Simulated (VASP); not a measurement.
Input of a VASP 6.6.1 run:

File INCAR:

```
SYSTEM = MgO
ALGO = Normal ; EDIFF = 1E-6
ENCUT = 520 ; GGA = PE
ISIF = 2 ; ISMEAR = 0
LASPH = .TRUE. ; LCHARG = .FALSE.
LREAL = .FALSE. ; LWAVE = .FALSE.
NBANDS = 11 ; NELM = 80
PREC = Accurate ; SIGMA = 0.01
```

The input KPOINTS:

```
k-points
0
G
  6 6 6
  0 0 0
```

POSCAR

```
MgO
1.0
    0.0374105964      2.0975346636      2.0975346636
    2.0975346636      0.0374105964      2.0975346636
    2.0975346636      2.0975346636      0.0374105964
Mg O
1 1
Direct
    0.0000000000      0.0000000000      0.0000000000
    0.5000000000      0.5000000000      0.5000000000
```

Potentials or basis: VASP PAW PBE potentials, release 64 (Mg, O).

Command:

```console
$ cat potpaw_PBE.64/Mg/POTCAR potpaw_PBE.64/O/POTCAR > POTCAR
$ mpirun -np 1 vasp_std > vasp.out
```

**Question.** Predict the band gap on the k mesh.

**Answer.** 5.03 eV, direct.

**Question.** What does it give for the pressure?

**Answer.** 11.1 GPa.

Stress tensor (GPa, compression positive):
```
11.07 -2.87 -2.87
-2.87 11.07 -2.87
-2.87 -2.87 11.07
```

Caveat: the k points lie up to 0.44 Å⁻¹ apart; the cell differs from its parent crystal (epitaxial 111 strain -2.0%).
